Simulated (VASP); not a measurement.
Wanted: the native input for a VASP 6.6.1 run.

| Quantity | Value |
| --- | --- |
| Task | single point |
| Functional | PBE |
| Potentials or basis | VASP PAW PBE potentials, release 64 (Co, Si) |
| Cutoff | 520 eV |
| k mesh | 16 × 16 × 16 |
| Occupations | fermi-dirac, width 0.1 eV |
| Spin | no spin polarisation |
| Dipole correction | no |
| Further INCAR settings | ALGO = Normal; EDIFF = 1e-07; NBANDS = 14 |

The structure of CoSi (rocksalt type) lies in POSCAR:

```
CoSi
1.0
    0.0000000000      2.3323141874      2.3323141874
    2.3323141874      0.0000000000      2.3323141874
    2.3323141874      2.3323141874      0.0000000000
Co Si
1 1
Direct
    0.0000000000      0.0000000000      0.0000000000
    0.5000000000      0.5000000000      0.5000000000
```

These files were run (other wordings do the same):

INCAR

```
ALGO     = Normal         # electronic algorithm
EDIFF    = 1E-7           # SCF threshold, eV
ENCUT    = 520            # plane-wave cutoff, eV
GGA      = PE             # functional
ISIF     = 2              # what is computed and relaxed
ISMEAR   = -1             # smearing method
LASPH    = True           # aspherical terms in the spheres
LCHARG   = False          # write CHGCAR
LREAL    = False          # projectors in reciprocal space
LWAVE    = False          # write WAVECAR
NBANDS   = 14             # bands
NELM     = 80             # most SCF steps
PREC     = Accurate       # precision mode
SIGMA    = 0.1            # smearing width, eV
```

KPOINTS

```
k-points
0
Gamma
  16 16 16
```

Potentials or basis: VASP PAW PBE potentials, release 64 (Co, Si).

The run is started by

```sh
$ cat potpaw_PBE.64/Co/POTCAR potpaw_PBE.64/Si/POTCAR > POTCAR
$ mpirun -np 1 vasp_std > vasp.out
```

It gave:

```yaml
Pressure: 0.0 GPa
```

Wall time 55 s on 1 thread of Intel(R) Xeon(R) Platinum 8259CL CPU @ 2.50GHz (Skylake/Cascade Lake), on a shared host, peak memory 0.19 GiB.
